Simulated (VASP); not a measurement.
Write the native input for VASP 6.6.1 that does the following.

| Item | Value |
| --- | --- |
| Task | single point |
| Functional | PBE |
| Potentials or basis | VASP PAW PBE potentials, release 64 (B, N) |
| Cutoff | 600 eV |
| k mesh | 12 × 12 × 12 |
| Occupations | gaussian, width 0.01 eV |
| Spin | no spin polarisation |
| Dipole correction | no |
| Further INCAR settings | ALGO = Normal; EDIFF = 1e-06; NBANDS = 11 |

The structure of BN lies in POSCAR:

```
BN
1.0
    0.0000000000      1.8106875000      1.8106875000
    1.8106875000      0.0000000000      1.8106875000
    1.8106875000      1.8106875000      0.0000000000
B N
1 1
Direct
    0.0000000000      0.0000000000      0.0000000000
    0.2500000000      0.2500000000      0.2500000000
```

The input as run:

INCAR

```
SYSTEM = BN
PREC     = Accurate       ! precision mode
ENCUT    = 600            ! plane-wave cutoff, eV
EDIFF    = 1E-6           ! SCF threshold, eV
ISMEAR   = 0              ! smearing method
SIGMA    = 0.01           ! smearing width, eV
LREAL    = .FALSE.        ! projectors in reciprocal space
LASPH    = .TRUE.         ! aspherical terms in the spheres
NELM     = 120            ! most SCF steps
ALGO     = Normal         ! electronic algorithm
ISIF     = 2              ! what is computed and relaxed
LWAVE    = .FALSE.        ! write WAVECAR
LCHARG   = .FALSE.        ! write CHGCAR
GGA      = PE             ! functional
NBANDS   = 11             ! bands
GGA_COMPAT= .FALSE.
```

KPOINTS

```
Automatic mesh
0
G
  12 12 12
  0 0 0
```

Potentials or basis: VASP PAW PBE potentials, release 64 (B, N).

Launch:

```console
$ cat potpaw_PBE.64/B/POTCAR potpaw_PBE.64/N/POTCAR > POTCAR
$ mpirun -np 1 vasp_std > vasp.out
```

It gave:

```yaml
Pressure: 1.0 GPa
Band_gap_on_the_k_mesh: 4.45 eV, indirect (least direct gap 8.79 eV)
```

Wall time 6.5 s on 1 thread of Intel(R) Xeon(R) 6975P-C (Granite Rapids), with other jobs on the host, peak memory 0.12 GiB.
